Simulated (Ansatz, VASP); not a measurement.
# CdS: VASP beside Ansatz

```
CELL_PARAMETERS angstrom
4.15000 0.00000 0.00000
-2.07500 3.59401 0.00000
0.00000 0.00000 6.73700
ATOMIC_POSITIONS crystal
Cd 0.66667 0.33333 0.50000
Cd 0.33333 0.66667 0.00000
S 0.66667 0.33333 0.87500
S 0.33333 0.66667 0.37500
```

Alike in both runs: functional BHLYP; k mesh 4 × 4 × 3; occupations fermi-dirac, width 0.05 eV; no spin polarisation.

|  | VASP | Ansatz |
| --- | --- | --- |
| version | VASP 6.6.1 | Ansatz 0.2.0 |
| potentials or method | VASP PAW PBE potentials, release 64 (Cd, S) | Ansatz PAW |
| plane-wave cutoff (eV) | 520 | 420 |
| valence electrons in the cell | 36 | 52 |
| task | single point | band structure |

Ansatz gave:

- gap on the k mesh at the Fermi level (eV): 4.65
- least direct gap on the mesh (eV): 4.65
- pressure (GPa): 2.6
- traceless stress, the component that is largest in VASP (GPa): 0.36
- rms of the force components (eV/Å): 0.039

Which values does VASP return?

gap on the k mesh at the Fermi level (eV): 4.72; least direct gap on the mesh (eV): 4.72; pressure (GPa): 2.8; traceless stress, the component that is largest in VASP (GPa): 0.36; rms of the force components (eV/Å): 0.040.

VASP's potentials were made for PBE, not for BHLYP. Atom by atom the forces differ by 0.001 eV/Å (rms over components). VASP's potentials hold 36 valence electrons a cell and Ansatz's 52, so a difference there can come from the potentials and not from the codes.

The k mesh is coarse, so the values compare programs but aren't converged.
